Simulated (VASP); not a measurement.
# GaN (a-plane nitride stack) (P6_3mc) in VASP: single point with PBE

Aim: the single point of GaN (a-plane nitride stack) with PBE.

Program: VASP 6.6.1. These are calculated values, not measurements. Logs are shortened: lines on timing, memory, paths and dates and some standing lists are left out, and cuts for length are marked.

### Step 1. The cell of the first run

The structure is hexagonal, space group P6_3mc (No. 186). The conventional cell has a = 3.218 Å, b = 3.218 Å, c = 5.243 Å, α = 90.00°, β = 90.00°, γ = 120.00°. Within 2.6 Å of Ga (site symmetry 3m) lie 4 N at 1.97 to 1.98 Å. Within 2.6 Å of N (site symmetry 3m) lie 4 Ga at 1.97 to 1.98 Å.

### Step 2. Single point, PBE

Input file INCAR:

```
ALGO     = Normal         # electronic algorithm
EDIFF    = 1E-7           # SCF threshold, eV
ENCUT    = 520            # plane-wave cutoff, eV
GGA      = PE             # functional
ISIF     = 2              # what is computed and relaxed
ISMEAR   = 0              # smearing method
LASPH    = True           # aspherical terms in the spheres
LCHARG   = False          # write CHGCAR
LREAL    = False          # projectors in reciprocal space
LWAVE    = False          # write WAVECAR
NBANDS   = 46             # bands
NELM     = 60             # most SCF steps
PREC     = Accurate       # precision mode
SIGMA    = 0.01           # smearing width, eV
```

Input file KPOINTS:

```
k-points
0
Gamma
  4 4 7
```

Input file POSCAR:

```
GaN
1.0
    5.5743906000      0.0000000000      0.0000000000
    0.0000000000      5.2429934800      0.0000000000
    0.0000000000      0.0000000000      3.2183760000
Ga N
4 4
Direct
    0.3333333330      0.0000000000      0.0000000000
    0.6666666670      0.5000000000      0.0000000000
    0.1666666670      0.5000000000      0.5000000000
    0.8333333330      0.0000000000      0.5000000000
    0.3333333330      0.3767344770      0.0000000000
    0.6666666670      0.8767344770      0.0000000000
    0.1666666670      0.8767344770      0.5000000000
    0.8333333330      0.3767344770      0.5000000000
```

Potentials or basis: VASP PAW PBE potentials, release 64 (Ga_d, N).

Started as:

```bash
> cat potpaw_PBE.64/Ga_d/POTCAR potpaw_PBE.64/N/POTCAR > POTCAR
> mpirun -np 1 vasp_std > vasp.out
```

OUTCAR:

```text
EDIFF = 1E-7
   ENCUT = 520
   GGA = PE
   ISIF = 2
   ISMEAR = 0
   LASPH = True
   LREAL = False
   NELM = 60
   PREC = Accurate

 ion  position               nearest neighbor table
   1  0.333  0.000  0.000-   6 1.97   7 1.97   7 1.97   5 1.98
   2  0.667  0.500  0.000-   5 1.97   8 1.97   8 1.97   6 1.98
   3  0.167  0.500  0.500-   8 1.97   5 1.97   5 1.97   7 1.98
   4  0.833  0.000  0.500-   7 1.97   6 1.97   6 1.97   8 1.98
   5  0.333  0.377  0.000-   2 1.97   3 1.97   3 1.97   1 1.98
   6  0.667  0.877  0.000-   1 1.97   4 1.97   4 1.97   2 1.98
   7  0.167  0.877  0.500-   4 1.97   1 1.97   1 1.97   3 1.98
   8  0.833  0.377  0.500-   3 1.97   2 1.97   2 1.97   4 1.98

  LATTYP: Found a simple orthorhombic cell.
 ALAT       =     3.2183760000
 B/A-ratio  =     1.6290804679
 C/A-ratio  =     1.7320507610

  Lattice vectors:

 A1 = (   0.0000000000,   0.0000000000,  -3.2183760000)
 A2 = (   0.0000000000,   5.2429934800,   0.0000000000)
 A3 = (   5.5743906000,   0.0000000000,   0.0000000000)

Analysis of symmetry for initial positions (statically):
=====================================================================
 Subroutine PRICEL returns following result:

  LATTYP: Found a hexagonal cell.
 ALAT       =     3.2183759351
 C/A-ratio  =     1.6290805008

  Lattice vectors:

 A1 = (  -2.7871953000,   0.0000000000,   1.6091880000)
 A2 = (   2.7871953000,   0.0000000000,   1.6091880000)
 A3 = (   0.0000000000,   5.2429934800,   0.0000000000)

   2 primitive cells build up your supercell.

 Routine SETGRP: Setting up the symmetry group for a
 simple orthorhombic supercell.

 Subroutine GETGRP returns: Found  4 space group operations
 (whereof  2 operations were pure point group operations)
 out of a pool of  8 trial point group operations.

The static configuration has the point symmetry C_1h.
 The point group associated with its full space group is C_2v.

Analysis of symmetry for dynamics (positions and initial velocities):
=====================================================================
 Subroutine PRICEL returns following result:

  LATTYP: Found a hexagonal cell.
 ALAT       =     3.2183759351
 C/A-ratio  =     1.6290805008

  Lattice vectors:

 A1 = (  -2.7871953000,   0.0000000000,   1.6091880000)
 A2 = (   2.7871953000,   0.0000000000,   1.6091880000)
 A3 = (   0.0000000000,   5.2429934800,   0.0000000000)

   2 primitive cells build up your supercell.

 Routine SETGRP: Setting up the symmetry group for a
 simple orthorhombic supercell.

 Subroutine GETGRP returns: Found  4 space group operations
 (whereof  2 operations were pure point group operations)
 out of a pool of  8 trial point group operations.

The dynamic configuration has the point symmetry C_1h.
 The point group associated with its full space group is C_2v.

 Subroutine INISYM returns: Found  4 space group operations
 (whereof  2 operations are pure point group operations),
 and found     2 'primitive' translations

----------------------------------------------------------------------------------------

                                     Primitive cell

  volume of cell :      47.0309

  direct lattice vectors                    reciprocal lattice vectors
    -2.787195300  0.000000000  1.609188000    -0.179391807  0.000000000  0.310715715
     2.787195300  0.000000000  1.609188000     0.179391807  0.000000000  0.310715715
     0.000000000  5.242993480  0.000000000     0.000000000  0.190730735  0.000000000

  length of vectors
     3.218375935  3.218375935  5.242993480     0.358783606  0.358783606  0.190730735

  position of ions in fractional coordinates (direct lattice)
     0.666666667  0.333333333  0.000000000
     0.333333333  0.666666667  0.500000000
     0.666666667  0.333333333  0.376734477
     0.333333333  0.666666667  0.876734477

  ion indices of the primitive-cell ions
   primitive index   ion index
                 1           1
                 2           2
                 3           5
                 4           6

----------------------------------------------------------------------------------------

 KPOINTS: k-points

Automatic generation of k-mesh.
 Grid dimensions read from file:
 generate k-points for:    4    4    7

 Generating k-lattice:

  Cartesian coordinates                     Fractional coordinates (reciprocal lattice)
     0.044847952  0.000000000  0.000000000     0.250000000  0.000000000  0.000000000
     0.000000000  0.047682684  0.000000000     0.000000000  0.250000000  0.000000000
     0.000000000  0.000000000  0.044387959     0.000000000  0.000000000  0.142857143

  Length of vectors
     0.044847952  0.047682684  0.044387959

  Shift w.r.t. Gamma in fractional coordinates (k-lattice)
     0.000000000  0.000000000  0.000000000

 Subroutine IBZKPT returns following result:
 ===========================================

 Found     36 irreducible k-points:

 Following reciprocal coordinates:
            Coordinates               Weight
  0.000000  0.000000  0.000000      1.000000
  0.250000  0.000000  0.000000      2.000000
  0.500000  0.000000  0.000000      1.000000
  0.000000  0.250000  0.000000      2.000000
  0.250000  0.250000  0.000000      4.000000
  0.500000  0.250000  0.000000      2.000000
[... 16 lines left out ...]
  0.250000  0.250000  0.285714      8.000000
  0.500000  0.250000  0.285714      4.000000
 [... further k-points ...]
   k-points           NKPTS =     36   k-points in BZ     NKDIM =     36   number of bands    NBANDS=     46
   number of dos      NEDOS =    301   number of ions     NIONS =      8
   total plane-waves  NPLWV =  40320
   dimension x,y,z NGX =    42 NGY =   40 NGZ =   24
   dimension x,y,z NGXF=    84 NGYF=   80 NGZF=   48
   ions per type =               4   4
   NGX,Y,Z   is equivalent  to a cutoff of  12.53, 12.68, 12.40 a.u.
   NGXF,Y,Z  is equivalent  to a cutoff of  25.05, 25.37, 24.79 a.u.
 SYSTEM =  unknown system
   PREC   = accura    normal or accurate (medium, high low for compatibility)
   ISTART =      0    job   : 0-new  1-cont  2-samecut
   ICHARG =      2    charge: 1-file 2-atom 10-const
   ISPIN  =      1    spin polarized calculation?
   LNONCOLLINEAR =      F non collinear calculations
   LSORBIT =      F    spin-orbit coupling
   LASPH  =      T    aspherical Exc in radial PAW
   ENCUT  =  520.0 eV  38.22 Ry    6.18 a.u.  10.36  9.75  5.98*2*pi/ulx,y,z
   NELM   =     60;   NELMIN=  2; NELMDL= -5     # of ELM steps
   EDIFF  = 0.1E-06   stopping-criterion for ELM
   LREAL  =      F    real-space projection
   EDIFFG = 0.1E-05   stopping-criterion for IOM
   NSW    =      0    number of steps for IOM
   IBRION =     -1    ionic relax: 0-MD 1-quasi-New 2-CG
   NFREE  =      0    steps in history (QN), initial steepest desc. (CG)
   ISIF   =      2    stress and relaxation
   ISYM   =      2    0-nonsym 1-usesym 2-fastsym
   POTIM  = 0.5000    time-step for ionic-motion
   TEBEG  =    0.0;   TEEND  =   0.0 temperature during run
   PSTRESS=    0.0 pullay stress
   NELECT =      72.0000    total number of electrons
   NUPDOWN=      -1.0000    fix difference up-down
   EMIN   =  10.00;   EMAX   =-10.00  energy-range for DOS
   EFERMI =   0.00;   METHOD = LEGACY
   ISMEAR =     0;   SIGMA  =   0.01  broadening in eV -4-tet -1-fermi 0-gaus
   EFERMI_NEDOS =   21; number of points for ismear=-14 and -15
   IALGO  =     38    algorithm
   IMIX   =      4    mixing-type and parameters
     AMIX     =   0.40;   BMIX     =  1.00
     AMIX_MAG =   1.60;   BMIX_MAG =  1.00
  volume/ion in A,a.u.               =      11.76        79.35
  Fermi-wavevector in a.u.,A,eV,Ry     =   1.497549  2.829958 30.513164  2.242654
  Thomas-Fermi vector in A             =   2.609423
   LORBIT       =      0    0 simple, 1 ext, 2 COOP (PROOUT), +10 PAW based schemes
   GGA     = PE    functional components
   LHFCALC =     F    Hartree Fock is set to
   AEXX    =    0.0000 exact exchange contribution
   IVDW    =     0    specifies the selected vdW correction
   LEPSILON=     F    determine dielectric tensor
   LRPA    =     F    only Hartree local field effects (RPA)
 non-spin polarized calculation
 Gauss-broadening in eV      SIGMA  =   0.01
  energy-cutoff  :      520.00
  volume of cell :       94.06
 maximum number of plane-waves:      2560
 NGX is ok and might be reduce to    42
   NGX = 21   NGY = 19   NGZ = 11

 number of electron      71.9999975 magnetization

 Free energy of the ion-electron system (eV)
  ---------------------------------------------------
  ext. energy  EPLUGINS =         0.00000000
  ---------------------------------------------------
  free energy    TOTEN  =       -48.65401053 eV

  energy without entropy =      -48.65401053  energy(sigma->0) =      -48.65401053

 E-fermi :   5.0611     XC(G=0): -11.5151

 val. band max:        5.0096773986   @ k =   0.0000   0.0000   0.0000
 cond. band min:       6.7255645954   @ k =   0.0000   0.0000   0.0000
 fundamental gap:      1.7158871968
 Fermi energy:         5.0610554522

 k-point     1 :       0.0000    0.0000    0.0000
  band No.  band energies     occupation
      1     -10.7260      2.00000
      2      -9.9099      2.00000
      3      -9.9028      2.00000
      4      -9.7577      2.00000
      5      -8.4114      2.00000
      6      -8.3970      2.00000
[... 38 lines left out ...]
     45      14.7379      0.00000
     46      15.1798      0.00000

 k-point     2 :       0.2500    0.0000    0.0000
  band No.  band energies     occupation
      1     -10.5857      2.00000
      2      -9.9958      2.00000
      3      -9.8696      2.00000
      4      -9.7678      2.00000
      5      -8.3956      2.00000
      6      -8.3774      2.00000
[... 38 lines left out ...]
     45      15.1008      0.00000
     46      15.1406      0.00000

 k-point     3 :       0.5000    0.0000    0.0000
  band No.  band energies     occupation
      1     -10.2628      2.00000
      2     -10.2628      2.00000
      3      -9.8070      2.00000
      4      -9.8070      2.00000
      5      -8.3601      2.00000
      6      -8.3601      2.00000
[... 1018 lines left out ...]
     45      13.9300      0.00000
     46      14.2914      0.00000

 k-point    24 :       0.5000    0.2500    0.2857
  band No.  band energies     occupation
      1      -9.9560      2.00000
      2      -9.9560      2.00000
      3      -9.7791      2.00000
      4      -9.7791      2.00000
      5      -8.3404      2.00000
      6      -8.3404      2.00000
[... 38 lines left out ...]
     45      14.4991      0.00000
     46      14.4991      0.00000

 [... further k-points ...]

------------------------ aborting loop because EDIFF is reached ----------------------------------------

  FORCE on cell =-STRESS in cart. coord.  units (eV):
  Direction    XX          YY          ZZ          XY          YZ          ZX
  --------------------------------------------------------------------------------------
  -------------------------------------------------------------------------------------
  Total        0.0550240      0.0670422      0.0617662      0.0000000      0.0000000      0.0000000
  in kB        0.9372368      1.1419460      1.0520786      0.0000000      0.0000000      0.0000000
  external PRESSURE =       1.0437538 kB  Pullay stress =       0.0000000 kB

 VOLUME and BASIS-vectors are now :
 -----------------------------------------------------------------------------
  energy-cutoff  :      520.00
  volume of cell :       94.06
      direct lattice vectors                 reciprocal lattice vectors
     5.574390600  0.000000000  0.000000000     0.179391807  0.000000000  0.000000000
     0.000000000  5.242993480  0.000000000     0.000000000  0.190730735  0.000000000
     0.000000000  0.000000000  3.218376000     0.000000000  0.000000000  0.310715715

 POSITION                                       TOTAL-FORCE (eV/Angst)
 -----------------------------------------------------------------------------------
      1.85813      0.00000      0.00000        -0.000124      0.000171      0.000000
      3.71626      2.62150      0.00000         0.000124      0.000171      0.000000
      0.92907      2.62150      1.60919         0.000124      0.000171      0.000000
      4.64533      0.00000      1.60919        -0.000124      0.000171      0.000000
      1.85813      1.97522      0.00000         0.000025     -0.000171      0.000000
      3.71626      4.59671      0.00000        -0.000025     -0.000171     -0.000000
      0.92907      4.59671      1.60919        -0.000025     -0.000171     -0.000000
      4.64533      1.97522      1.60919         0.000025     -0.000171      0.000000
 -----------------------------------------------------------------------------------
    total drift:                                0.000000     -0.001565     -0.000007

  FREE ENERGIE OF THE ION-ELECTRON SYSTEM (eV)
  ---------------------------------------------------
  free  energy   TOTEN  =       -48.6540105348 eV

  energy  without entropy=      -48.6540105348  energy(sigma->0) =      -48.65401053
```

It took 2 min on 1 thread of Intel Xeon Platinum 8375C at 2.90GHz (Ice Lake), shared host; peak memory 0.26 GiB.

Results:

- Free energy: -48.6540 eV
- Pressure: 0.1 GPa
- Band gap on the k mesh: 1.72 eV

Levels at points of the mesh, in eV from the valence-band top:
| k point | band 32 | band 33 | band 34 | band 35 | band 36 | band 37 | band 38 | band 39 | band 40 | band 41 |
| --- | --- | --- | --- | --- | --- | --- | --- | --- | --- | --- |
| (0.00, 0.00, 0.00) | -1.00 | -0.96 | -0.04 | 0.00 | 0.00 | 1.72 | 4.06 | 4.98 | 5.37 | 5.98 |
| (0.50, 0.00, 0.00) | -1.91 | -0.68 | -0.68 | -0.48 | -0.48 | 4.11 | 4.11 | 5.76 | 5.76 | 7.26 |
| (0.00, 0.50, 0.00) | -1.83 | -0.51 | -0.51 | -0.51 | -0.51 | 4.06 | 4.06 | 4.31 | 4.31 | 7.58 |
| (0.50, 0.50, 0.00) | -2.00 | -1.24 | -1.24 | -1.24 | -1.24 | 5.10 | 5.10 | 5.10 | 5.10 | 7.46 |
